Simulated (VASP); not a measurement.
# Te (Im-3m) in VASP: a series of runs

Runs on Te. Level: PBE. Tasks: single point.

All numbers are computed with VASP 6.6.1; they aren't measurements. Logs are shortened: lines on timing, memory, paths and dates and some standing lists are left out, and cuts for length are marked.

**1. The cell of the first run**

The structure is cubic, space group Im-3m (No. 229). The conventional cell has a = 3.881 Å, b = 3.881 Å, c = 3.881 Å, α = 90.00°, β = 90.00°, γ = 90.00°. Within 4.4 Å of Te (site symmetry m-3m) lie 14 Te at 3.36 to 3.88 Å.

This isn't the form of Te at room conditions, which is trigonal, of chains.

**2. Single point, PBE (Se replaced by Te, lengths x 1.090, strained)**

The input, INCAR:

```
SYSTEM = Te
  PREC = Accurate
  ENCUT = 500
  EDIFF = 1E-6
  ISMEAR = 0
  SIGMA = 0.1
  LREAL = .False.
  LASPH = .True.
  NELM = 120
  ALGO = Normal
  ISIF = 2
  LWAVE = .False.
  LCHARG = .False.
  GGA = PE
  NBANDS = 9
  GGA_COMPAT = .False.
```

The input, KPOINTS:

```
Automatic mesh
0
Gamma
  6 6 6
  0 0 0
```

The input, POSCAR:

```
Te
1.0
   -1.9406473614      1.9406473614      1.9406473614
    1.9406473614     -1.9406473614      1.9406473614
    1.9406473614      1.9406473614     -1.9406473614
Te
1
Direct
    0.0000000000      0.0000000000      0.0000000000
```

Potentials or basis: VASP PAW PBE potentials, release 64 (Te).

Started as:

```
$ cat potpaw_PBE.64/Te/POTCAR > POTCAR
$ mpirun -np 1 vasp_std > vasp.out
```

OUTCAR:

```text
SYSTEM = Te
   PREC = Accurate
   ENCUT = 500
   EDIFF = 1E-6
   ISMEAR = 0
   LREAL = .False.
   LASPH = .True.
   NELM = 120
   ISIF = 2
   GGA = PE

 ion  position               nearest neighbor table
   1  0.000  0.000  0.000-

  LATTYP: Found a body centered cubic cell.
 ALAT       =     3.8812947228

  Lattice vectors:

 A1 = (  -1.9406473614,   1.9406473614,   1.9406473614)
 A2 = (   1.9406473614,  -1.9406473614,   1.9406473614)
 A3 = (   1.9406473614,   1.9406473614,  -1.9406473614)

Analysis of symmetry for initial positions (statically):
=====================================================================
 Subroutine PRICEL returns:
 Original cell was already a primitive cell.

 Routine SETGRP: Setting up the symmetry group for a
 body centered cubic supercell.

 Subroutine GETGRP returns: Found 48 space group operations
 (whereof 48 operations were pure point group operations)
 out of a pool of 48 trial point group operations.

The static configuration has the point symmetry O_h .

Analysis of symmetry for dynamics (positions and initial velocities):
=====================================================================
 Subroutine PRICEL returns:
 Original cell was already a primitive cell.

 Routine SETGRP: Setting up the symmetry group for a
 body centered cubic supercell.

 Subroutine GETGRP returns: Found 48 space group operations
 (whereof 48 operations were pure point group operations)
 out of a pool of 48 trial point group operations.

The dynamic configuration has the point symmetry O_h .

 Subroutine INISYM returns: Found 48 space group operations
 (whereof 48 operations are pure point group operations),
 and found     1 'primitive' translations

----------------------------------------------------------------------------------------

                                     Primitive cell

  volume of cell :      29.2348

  direct lattice vectors                    reciprocal lattice vectors
    -1.940647361  1.940647361  1.940647361     0.000000000  0.257645985  0.257645985
     1.940647361 -1.940647361  1.940647361     0.257645985  0.000000000  0.257645985
     1.940647361  1.940647361 -1.940647361     0.257645985  0.257645985  0.000000000

  length of vectors
     3.361299830  3.361299830  3.361299830     0.364366446  0.364366446  0.364366446

  position of ions in fractional coordinates (direct lattice)
     0.000000000  0.000000000  0.000000000

  ion indices of the primitive-cell ions
   primitive index   ion index
                 1           1

----------------------------------------------------------------------------------------

 KPOINTS: Automatic mesh

Automatic generation of k-mesh.
 Grid dimensions read from file:
 generate k-points for:    6    6    6

 Generating k-lattice:

  Cartesian coordinates                     Fractional coordinates (reciprocal lattice)
     0.000000000  0.042940997  0.042940997     0.166666667  0.000000000  0.000000000
     0.042940997  0.000000000  0.042940997     0.000000000  0.166666667  0.000000000
     0.042940997  0.042940997  0.000000000     0.000000000  0.000000000  0.166666667

  Length of vectors
     0.060727741  0.060727741  0.060727741

  Shift w.r.t. Gamma in fractional coordinates (k-lattice)
     0.000000000  0.000000000  0.000000000

 Subroutine IBZKPT returns following result:
 ===========================================

 Found     16 irreducible k-points:

 Following reciprocal coordinates:
            Coordinates               Weight
  0.000000  0.000000  0.000000      1.000000
  0.166667  0.000000  0.000000     12.000000
  0.333333  0.000000  0.000000     12.000000
  0.500000  0.000000  0.000000      6.000000
  0.166667  0.166667  0.000000     24.000000
  0.333333  0.166667  0.000000     48.000000
  0.333333  0.333333  0.000000      8.000000
  0.166667  0.166667  0.166667      8.000000
  0.333333  0.166667  0.166667     12.000000
 -0.166667  0.166667  0.166667      6.000000
 -0.333333  0.333333  0.166667     24.000000
  0.500000  0.500000  0.166667     12.000000
 -0.333333  0.500000  0.166667     24.000000
 -0.333333  0.333333  0.333333      6.000000
  0.500000  0.500000  0.333333     12.000000
  0.500000  0.500000  0.500000      1.000000
   k-points           NKPTS =     16   k-points in BZ     NKDIM =     16   number of bands    NBANDS=      9
   number of dos      NEDOS =    301   number of ions     NIONS =      1
   total plane-waves  NPLWV =  21952
   dimension x,y,z NGX =    28 NGY =   28 NGZ =   28
   dimension x,y,z NGXF=    56 NGYF=   56 NGZF=   56
   ions per type =               1
   NGX,Y,Z   is equivalent  to a cutoff of  13.85, 13.85, 13.85 a.u.
   NGXF,Y,Z  is equivalent  to a cutoff of  27.70, 27.70, 27.70 a.u.
 SYSTEM =  Te
   PREC   = accura    normal or accurate (medium, high low for compatibility)
   ISTART =      0    job   : 0-new  1-cont  2-samecut
   ICHARG =      2    charge: 1-file 2-atom 10-const
   ISPIN  =      1    spin polarized calculation?
   LNONCOLLINEAR =      F non collinear calculations
   LSORBIT =      F    spin-orbit coupling
   LASPH  =      T    aspherical Exc in radial PAW
   ENCUT  =  500.0 eV  36.75 Ry    6.06 a.u.   6.13  6.13  6.13*2*pi/ulx,y,z
   NELM   =    120;   NELMIN=  2; NELMDL= -5     # of ELM steps
   EDIFF  = 0.1E-05   stopping-criterion for ELM
   LREAL  =      F    real-space projection
   EDIFFG = 0.1E-04   stopping-criterion for IOM
   NSW    =      0    number of steps for IOM
   IBRION =     -1    ionic relax: 0-MD 1-quasi-New 2-CG
   NFREE  =      0    steps in history (QN), initial steepest desc. (CG)
   ISIF   =      2    stress and relaxation
   ISYM   =      2    0-nonsym 1-usesym 2-fastsym
   POTIM  = 0.5000    time-step for ionic-motion
   TEBEG  =    0.0;   TEEND  =   0.0 temperature during run
   PSTRESS=    0.0 pullay stress
   NELECT =       6.0000    total number of electrons
   NUPDOWN=      -1.0000    fix difference up-down
   EMIN   =  10.00;   EMAX   =-10.00  energy-range for DOS
   EFERMI =   0.00;   METHOD = LEGACY
   ISMEAR =     0;   SIGMA  =   0.10  broadening in eV -4-tet -1-fermi 0-gaus
   EFERMI_NEDOS =   21; number of points for ismear=-14 and -15
   IALGO  =     38    algorithm
   IMIX   =      4    mixing-type and parameters
     AMIX     =   0.40;   BMIX     =  1.00
     AMIX_MAG =   1.60;   BMIX_MAG =  1.00
  volume/ion in A,a.u.               =      29.23       197.29
  Fermi-wavevector in a.u.,A,eV,Ry     =   0.965662  1.824837 12.687484  0.932504
  Thomas-Fermi vector in A             =   2.095398
   LORBIT       =      0    0 simple, 1 ext, 2 COOP (PROOUT), +10 PAW based schemes
   GGA     = PE    functional components
   LHFCALC =     F    Hartree Fock is set to
   AEXX    =    0.0000 exact exchange contribution
   IVDW    =     0    specifies the selected vdW correction
   LEPSILON=     F    determine dielectric tensor
   LRPA    =     F    only Hartree local field effects (RPA)
 non-spin polarized calculation
 Gauss-broadening in eV      SIGMA  =   0.10
  energy-cutoff  :      500.00
  volume of cell :       29.23
 maximum number of plane-waves:       767
 NGX is ok and might be reduce to    28
   NGX = 13   NGY = 13   NGZ = 13

 number of electron       5.9999999 magnetization

 Free energy of the ion-electron system (eV)
  ---------------------------------------------------
  ext. energy  EPLUGINS =         0.00000000
  ---------------------------------------------------
  free energy    TOTEN  =        -2.78288869 eV

  energy without entropy =       -2.77684387  energy(sigma->0) =       -2.77986628

 E-fermi :   7.6650     XC(G=0):  -9.9587

 val. band max:        7.6640203708   @ k =   0.1667   0.0000   0.0000
 cond. band min:       7.7834568163   @ k =   0.5000   0.5000   0.1667
 fundamental gap:      0.1194364455
 Fermi energy:         7.6650020695

 k-point     1 :       0.0000    0.0000    0.0000
  band No.  band energies     occupation
      1      -6.1779      2.00000
      2      10.3156      0.00000
      3      10.3156      0.00000
      4      10.3156      0.00000
      5      16.9725      0.00000
      6      17.2962      0.00000
      7      17.2962      0.00000
      8      17.2962      0.00000
      9      19.4042      0.00000

 k-point     2 :       0.1667    0.0000    0.0000
  band No.  band energies     occupation
      1      -5.6970      2.00000
      2       7.6640      1.01108
      3       9.3517      0.00000
      4      10.0935      0.00000
      5      15.3521      0.00000
      6      15.7730      0.00000
      7      18.2938      0.00000
      8      18.4532      0.00000
      9      19.1110      0.00000

 k-point     3 :       0.3333    0.0000    0.0000
  band No.  band energies     occupation
      1      -4.3869      2.00000
      2       3.7986      2.00000
      3       8.0263      0.00000
      4       9.6350      0.00000
      5      13.5613      0.00000
      6      14.4319      0.00000
      7      18.9181      0.00000
      8      19.7601      0.00000
      9      22.9474      0.00000

 k-point     4 :       0.5000    0.0000    0.0000
  band No.  band energies     occupation
      1      -3.2956      2.00000
      2       1.7615      2.00000
      3       7.5098      1.97187
      4       9.4075      0.00000
      5      12.9800      0.00000
      6      13.9749      0.00000
      7      20.2703      0.00000
      8      21.8080      0.00000
      9      22.0375      0.00000

 k-point     5 :       0.1667    0.1667    0.0000
  band No.  band energies     occupation
      1      -4.7909      2.00000
      2       5.2286      2.00000
      3       7.5577      1.87069
      4       9.2305      0.00000
      5      14.8423      0.00000
      6      15.7015      0.00000
      7      18.2937      0.00000
      8      18.8621      0.00000
      9      21.2466      0.00000

 k-point     6 :       0.3333    0.1667    0.0000
  band No.  band energies     occupation
      1      -3.4050      2.00000
      2       2.6702      2.00000
      3       5.9672      2.00000
      4       8.6806      0.00000
      5      14.1894      0.00000
      6      16.1673      0.00000
      7      18.5515      0.00000
      8      20.6130      0.00000
      9      23.0331      0.00000

 k-point     7 :       0.3333    0.3333    0.0000
  band No.  band energies     occupation
      1      -2.7865      2.00000
      2       3.3590      2.00000
      3       3.3590      2.00000
      4       8.3485      0.00000
      5      14.9513      0.00000
      6      17.6763      0.00000
      7      17.6763      0.00000
      8      22.2244      0.00000
      9      22.2244      0.00000

 k-point     8 :       0.1667    0.1667    0.1667
  band No.  band energies     occupation
      1      -3.6816      2.00000
      2       3.5324      2.00000
      3       6.4655      2.00000
      4       6.4655      2.00000
      5      17.3128      0.00000
      6      17.3128      0.00000
      7      19.6037      0.00000
      8      20.9908      0.00000
      9      20.9908      0.00000

 k-point     9 :       0.3333    0.1667    0.1667
  band No.  band energies     occupation
      1      -2.8917      2.00000
      2       2.8742      2.00000
      3       4.8604      2.00000
      4       6.0403      2.00000
      5      17.9679      0.00000
      6      17.9716      0.00000
      7      21.9665      0.00000
      8      22.3875      0.00000
      9      22.6207      0.00000

 k-point    10 :      -0.1667    0.1667    0.1667
  band No.  band energies     occupation
      1      -5.2244      2.00000
      2       7.2738      2.00000
      3       8.3459      0.00000
      4       8.3459      0.00000
      5      14.5249      0.00000
      6      17.3248      0.00000
      7      17.3248      0.00000
      8      18.1347      0.00000
      9      18.9971      0.00000

 k-point    11 :      -0.3333    0.3333    0.1667
  band No.  band energies     occupation
      1      -3.9473      2.00000
      2       4.1523      2.00000
      3       7.0056      2.00000
      4       7.9103      0.00052
      5      13.6897      0.00000
      6      16.3836      0.00000
      7      16.7459      0.00000
      8      19.5534      0.00000
      9      21.7715      0.00000

 k-point    12 :       0.5000    0.5000    0.1667
  band No.  band energies     occupation
      1      -2.9057      2.00000
      2       2.2587      2.00000
      3       6.4902      2.00000
      4       7.7835      0.09389
      5      14.0683      0.00000
      6      15.9366      0.00000
      7      16.8927      0.00000
      8      17.3541      0.00000
      9      26.4682      0.00000

 k-point    13 :      -0.3333    0.5000    0.1667
  band No.  band energies     occupation
      1      -2.7333      2.00000
      2       3.2413      2.00000
      3       4.6480      2.00000
      4       8.0324      0.00000
      5      13.5211      0.00000
      6      15.3725      0.00000
      7      16.2030      0.00000
      8      20.8467      0.00000
      9      21.9875      0.00000

 k-point    14 :      -0.3333    0.3333    0.3333
  band No.  band energies     occupation
      1      -2.7930      2.00000
      2       4.6260      2.00000
      3       5.6590      2.00000
      4       5.6590      2.00000
      5      11.5280      0.00000
      6      15.0579      0.00000
      7      20.3517      0.00000
      8      20.3517      0.00000
      9      20.6695      0.00000

 k-point    15 :       0.5000    0.5000    0.3333
  band No.  band energies     occupation
      1      -1.9189      2.00000
      2       3.5833      2.00000
      3       5.1438      2.00000
      4       5.6864      2.00000
      5      11.6674      0.00000
      6      12.5831      0.00000
      7      20.0721      0.00000
      8      20.7441      0.00000
      9      25.4430      0.00000

 k-point    16 :       0.5000    0.5000    0.5000
  band No.  band energies     occupation
      1      -1.2300      2.00000
      2       4.6285      2.00000
      3       4.6285      2.00000
      4       4.6285      2.00000
      5      10.5290      0.00000
      6      10.5290      0.00000
      7      24.5897      0.00000
      8      25.2111      0.00000
      9      25.2622      0.00000

------------------------ aborting loop because EDIFF is reached ----------------------------------------

  FORCE on cell =-STRESS in cart. coord.  units (eV):
  Direction    XX          YY          ZZ          XY          YZ          ZX
  --------------------------------------------------------------------------------------
  -------------------------------------------------------------------------------------
  Total       -0.3180659     -0.3180659     -0.3180659      0.0000000     -0.0000000      0.0000000
  in kB      -17.4312243    -17.4312243    -17.4312243      0.0000000     -0.0000000      0.0000000
  external PRESSURE =     -17.4312243 kB  Pullay stress =       0.0000000 kB

 VOLUME and BASIS-vectors are now :
 -----------------------------------------------------------------------------
  energy-cutoff  :      500.00
  volume of cell :       29.23
      direct lattice vectors                 reciprocal lattice vectors
    -1.940647361  1.940647361  1.940647361     0.000000000  0.257645985  0.257645985
     1.940647361 -1.940647361  1.940647361     0.257645985  0.000000000  0.257645985
     1.940647361  1.940647361 -1.940647361     0.257645985  0.257645985  0.000000000

 POSITION                                       TOTAL-FORCE (eV/Angst)
 -----------------------------------------------------------------------------------
      0.00000      0.00000      0.00000        -0.000000      0.000000      0.000000
 -----------------------------------------------------------------------------------
    total drift:                                0.000000      0.000000     -0.000000

  FREE ENERGIE OF THE ION-ELECTRON SYSTEM (eV)
  ---------------------------------------------------
  free  energy   TOTEN  =        -2.7828886922 eV

  energy  without entropy=       -2.7768438742  energy(sigma->0) =       -2.77986628
```

It took 4.2 s on 1 thread of AMD EPYC 7R43 (Zen 3), shared host; peak memory 0.12 GiB.

Results:

```yaml
Free_energy: -2.7829 eV
Pressure: -1.7 GPa
Band_gap_on_the_k_mesh: zero (bands 3 and 4 overlap by 5.69 eV)
```

Caveat: the k points lie up to 0.38 Å⁻¹ apart, too coarse for converged energies and pressures of a metal; the cell differs from its parent crystal (Se replaced by Te, lengths x 1.090, strained); spin-orbit coupling is left out, which moves the levels of the heavy elements.

**3. Single point, PBE (Se replaced by Te, lengths x 1.090, strained)**

The input, INCAR:

```
  PREC = Accurate
  ENCUT = 520
  EDIFF = 1E-6
  ISMEAR = 0
  SIGMA = 0.1
  LREAL = F
  LASPH = T
  NELM = 80
  ALGO = Normal
  ISIF = 2
  LWAVE = F
  LCHARG = F
  GGA = PE
  NBANDS = 9
```

The input, KPOINTS:

```
regular mesh
0
Gamma
  8 8 8
```

The input, POSCAR:

```
Te
1.0
   -1.7843453896      1.7843453896      1.7843453896
    1.7843453896     -1.7843453896      1.7843453896
    1.7843453896      1.7843453896     -1.7843453896
Te
1
Direct
    0.0000000000      0.0000000000      0.0000000000
```

Potentials or basis: VASP PAW PBE potentials, release 64 (Te).

Started as:

```
$ cat potpaw_PBE.64/Te/POTCAR > POTCAR
$ mpirun -np 1 vasp_std > vasp.out
```

It took 9 s on 1 thread of Intel Xeon 8259CL, shared host; peak memory 0.13 GiB.

The run converged. Its results:

```yaml
Free_energy: -2.5684 eV
Pressure: 21.7 GPa
Band_gap_on_the_k_mesh: zero (bands 3 and 4 overlap by 8.97 eV)
```

Levels at points of the mesh, in eV from the Fermi level:
```csv
k point,band 1,band 2,band 3,band 4,band 5,band 6,band 7
"(0.00, 0.00, 0.00)",-15.58,4.72,4.72,4.72,10.77,10.77,10.77
"(0.50, 0.00, 0.00)",-11.15,-7.38,0.54,2.89,6.17,6.64,14.14
"(0.50, 0.50, 0.50)",-7.59,-3.48,-3.48,-3.48,2.31,2.31,18.08
```

Caveat: the cell differs from its parent crystal (Se replaced by Te, lengths x 1.090, strained); the cell stands under pressure; spin-orbit coupling is left out, which moves the levels of the heavy elements.

**4. Single point, PBE (Se replaced by Te, lengths x 1.090, strained)**

The input, INCAR:

```
ALGO = Normal
EDIFF = 1E-6
ENCUT = 520
GGA = PE
ISIF = 2
ISMEAR = 0
LASPH = T
LCHARG = F
LREAL = F
LWAVE = F
NBANDS = 9
NELM = 60
PREC = Accurate
SIGMA = 0.1
```

The input, KPOINTS:

```
k-points
0
Gamma
  16 16 16
```

POSCAR is that of step 3.

Started as:

```
$ cat potpaw_PBE.64/Te/POTCAR > POTCAR
$ mpirun -np 1 vasp_std > vasp.out
```

Wall time 22 s (1 thread of Intel Xeon 8259CL, shared host); peak memory 0.16 GiB.

The run converged. Its results:

- Free energy: -2.5281 eV
- Pressure: 21.1 GPa
- Band gap on the k mesh: zero (bands 3 and 4 overlap by 8.97 eV)

Levels at points of the mesh, in eV from the Fermi level:
| k point | band 1 | band 2 | band 3 | band 4 | band 5 | band 6 | band 7 | band 8 |
| --- | --- | --- | --- | --- | --- | --- | --- | --- |
| (0.00, 0.00, 0.00) | -16.07 | 4.22 | 4.22 | 4.22 | 10.27 | 10.27 | 10.27 | 11.56 |
| (0.50, 0.00, 0.00) | -11.64 | -7.87 | 0.05 | 2.40 | 5.68 | 6.15 | 13.65 | 15.36 |
| (0.50, 0.50, 0.50) | -8.09 | -3.97 | -3.97 | -3.97 | 1.82 | 1.82 | 17.58 | 19.54 |

Caveat: the cell differs from its parent crystal (Se replaced by Te, lengths x 1.090, strained); the cell stands under pressure; spin-orbit coupling is left out, which moves the levels of the heavy elements.

**5. Summary**

```csv
cell,k mesh,cutoff (eV),gap on the mesh (eV),pressure (GPa)
"a = 3.361 Å, angles 109.5°, 1 atom",6 × 6 × 6,500,none,-1.7
"a = 3.091 Å, angles 109.5°, 1 atom",8 × 8 × 8,520,none,21.7
"a = 3.091 Å, angles 109.5°, 1 atom",16 × 16 × 16,520,none,21.1
```

Alike in all rows: task single point; level PBE; potentials or basis VASP PAW PBE potentials, release 64 (Te); no spin polarisation; smearing gaussian 0.1 eV.

Caveats: some runs use coarse meshes; spin-orbit coupling is left out, which moves the levels of the heavy elements; the cell stands under pressure (at least some runs).

Total energies depend on the potentials used, so only differences within one code and one set of settings carry meaning.
